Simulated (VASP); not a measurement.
Set up this calculation in VASP 6.6.1, as the native input.

* Task: single point
* Functional: r2SCAN
* Potentials or basis: VASP PAW PBE potentials, release 64 (B)
* Cutoff: 520 eV
* k mesh: 9 × 9 × 9
* Occupations: gaussian, width 0.02 eV
* Spin: no spin polarisation
* Dipole correction: no
* Further INCAR settings: ALGO = Normal; EDIFF = 1e-06; NBANDS = 30

The system is B.

```
B
1.0
     2.53475    1.46344    4.28391
    -2.53475    1.46344    4.28391
     0.00000   -2.92688    4.28391
B
12
Direct
  0.00822 0.65669 0.00822
  0.00822 0.00822 0.65669
  0.65669 0.00822 0.00822
  0.99178 0.34331 0.99178
  0.34331 0.99178 0.99178
  0.99178 0.99178 0.34331
  0.21633 0.63837 0.21633
  0.21633 0.21633 0.63837
  0.63837 0.21633 0.21633
  0.78367 0.36163 0.78367
  0.36163 0.78367 0.78367
  0.78367 0.78367 0.36163
```

This cell differs from its parent crystal: volume scaled by 1.10, then relaxed in part.

These files were run (other wordings do the same):

POSCAR

```
B
1.0
    2.5347511992      1.4634392872      4.2839139393
   -2.5347511992      1.4634392872      4.2839139393
    0.0000000000     -2.9268785744      4.2839139393
B
12
Direct
    0.0082195282      0.6566915331      0.0082195282
    0.0082195282      0.0082195282      0.6566915331
    0.6566915331      0.0082195282      0.0082195282
    0.9917804718      0.3433084669      0.9917804718
    0.3433084669      0.9917804718      0.9917804718
    0.9917804718      0.9917804718      0.3433084669
    0.2163326148      0.6383667115      0.2163326148
    0.2163326148      0.2163326148      0.6383667115
    0.6383667115      0.2163326148      0.2163326148
    0.7836673852      0.3616332885      0.7836673852
    0.3616332885      0.7836673852      0.7836673852
    0.7836673852      0.7836673852      0.3616332885
```

INCAR.step1

```
SYSTEM = B
PREC     = Accurate       ! precision mode
ENCUT    = 520            ! plane-wave cutoff, eV
ISMEAR   = 0              ! smearing method
SIGMA    = 0.02           ! smearing width, eV
LREAL    = .FALSE.        ! projectors in reciprocal space
LASPH    = .TRUE.         ! aspherical terms in the spheres
NELM     = 100            ! most SCF steps
NBANDS   = 30             ! bands
GGA      = PE             ! functional
ALGO     = Normal         ! electronic algorithm
EDIFF    = 1E-4           ! SCF threshold, eV
LWAVE    = .TRUE.         ! write WAVECAR
LCHARG   = .FALSE.        ! write CHGCAR
```

INCAR.step2

```
SYSTEM = B
PREC     = Accurate       ! precision mode
ENCUT    = 520            ! plane-wave cutoff, eV
EDIFF    = 1E-6           ! SCF threshold, eV
ISMEAR   = 0              ! smearing method
SIGMA    = 0.02           ! smearing width, eV
LREAL    = .FALSE.        ! projectors in reciprocal space
LASPH    = .TRUE.         ! aspherical terms in the spheres
NELM     = 100            ! most SCF steps
ALGO     = Normal         ! electronic algorithm
ISIF     = 2              ! what is computed and relaxed
LWAVE    = .FALSE.        ! write WAVECAR
LCHARG   = .FALSE.        ! write CHGCAR
METAGGA  = R2SCAN         ! meta-GGA
LMIXTAU  = .TRUE.       
NBANDS   = 30             ! bands
ISTART   = 1
```

KPOINTS

```
regular mesh
0
G
  9 9 9
  0 0 0
```

Potentials or basis: VASP PAW PBE potentials, release 64 (B).

Command:

```sh
$ cat potpaw_PBE.64/B/POTCAR > POTCAR
$ cp INCAR.step1 INCAR
$ mpirun -np 1 vasp_std > vasp.out
$ cp INCAR.step2 INCAR
$ mpirun -np 1 vasp_std > vasp.out
```

It gave:

The pressure is -16.6 GPa and the largest force is 0.011 eV/Å. The band gap on the k mesh is 1.93 eV, indirect (least direct gap 2.64 eV).

Caveat: the PAW data sets were made with another functional, which shifts forces and pressure a little.

Wall time 10 min on 1 thread of Intel(R) Xeon(R) Platinum 8375C CPU @ 2.90GHz (Ice Lake) (shared host), peak memory 0.35 GiB.
